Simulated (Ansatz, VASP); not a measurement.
**One calculation of MnS, two programs**

```
Mn S
1.0
     1.83000    1.05655    2.97092
    -1.83000    1.05655    2.97092
     0.00000   -2.11310    2.97092
Mn S
1 1
Direct
  0.00000 0.00000 0.00000
  0.50000 0.50000 0.50000
```

Alike in both runs: task single point; functional PBE; k mesh 9 × 9 × 9; occupations gaussian, width 0.1 eV; collinear spin.

|  | VASP | Ansatz |
| --- | --- | --- |
| version | VASP 6.6.1 | Ansatz 0.2.0 |
| potentials or method | VASP PAW PBE potentials, release 64 (Mn_pv, S) | Ansatz PAW |
| plane-wave cutoff (eV) | 520 | 420 |
| valence electrons in the cell | 19 | 21 |

Ansatz gave:

* gap on the k mesh at the Fermi level (eV): none
* pressure (GPa): -1.5
* traceless stress, the component that is largest in VASP (GPa): 0.30
* net moment per atom (μB): 2.33
* size of the moment on the site where the two differ most (μB): 4.16

Q: What did VASP give for the same quantities?

A: gap on the k mesh at the Fermi level (eV): none; pressure (GPa): -1.5; traceless stress, the component that is largest in VASP (GPa): 0.30; net moment per atom (μB): 2.33; size of the moment on the site where the two differ most (μB): 4.22.

Site moments also hang on the region over which each program counts them. A gap of «none» marks a metal or a gap that the smearing closes. With one functional, cell and mesh, what is left measures potentials, basis and numerics. VASP's potentials hold 19 valence electrons a cell and Ansatz's 21, so a difference there can come from the potentials and not from the codes.
